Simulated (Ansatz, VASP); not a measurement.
## BeTe in VASP and in Ansatz

File INCAR:

```
  PREC = Accurate
  ENCUT = 600
  EDIFF = 1E-6
  ISMEAR = 0
  SIGMA = 0.1
  LREAL = F
  LASPH = T
  NELM = 120
  ALGO = Normal
  ISIF = 2
  LWAVE = F
  LCHARG = F
  GGA = PE
  NBANDS = 11
  GGA_COMPAT = F
```

File KPOINTS:

```
Automatic mesh
0
Gamma
  6 6 6
```

Contents of POSCAR:

```
BeTe
1.0
    0.0000000000      2.8438010329      2.8438010329
    2.8438010329      0.0000000000      2.8438010329
    2.8438010329      2.8438010329      0.0000000000
Be Te
1 1
Direct
    0.0000000000      0.0000000000      0.0000000000
    0.7500000000      0.7500000000      0.7500000000
```

Input for Ansatz:

```yaml
crystal:
  lattice:
    - [0.0, 2.8438010329, 2.8438010329]
    - [2.8438010329, 0.0, 2.8438010329]
    - [2.8438010329, 2.8438010329, 0.0]
  atoms:
    - { symbol: Be, position: [0.0, 0.0, 0.0] }
    - { symbol: Te, position: [0.75, 0.75, 0.75] }
basis:
  ecutwfc: 420
kpoints:
  mp_grid: { grid: [6, 6, 6] }
hamiltonian:
  xc: pbe
scf:
  occupations: { method: gaussian, width: 0.1 }
  lower_state_search: "off"
output:
  forces: true
  stress: true
  eigenvalues: true
```

Alike in both runs: task single point; functional PBE; k mesh 6 × 6 × 6; occupations gaussian, width 0.1 eV; no spin polarisation.

```csv
,VASP,Ansatz
version,VASP 6.6.1,Ansatz 0.2.0
potentials or method,"VASP PAW PBE potentials, release 64 (Be, Te), cutoff 600 eV","scalar-relativistic, plane waves, PAW"
valence electrons in the cell,8,18
```

```tsv
	VASP	Ansatz	Ansatz less VASP
gap on the k mesh at the Fermi level (eV)	2.04	2.06	+0.013
least direct gap on the mesh (eV)	3.61	3.61	+0.004
pressure (GPa)	-0.5	-0.7	-0.13
```

VASP's potentials hold 8 valence electrons a cell and Ansatz's 18, so a difference there can come from the potentials and not from the codes.

Spin-orbit coupling is off throughout.
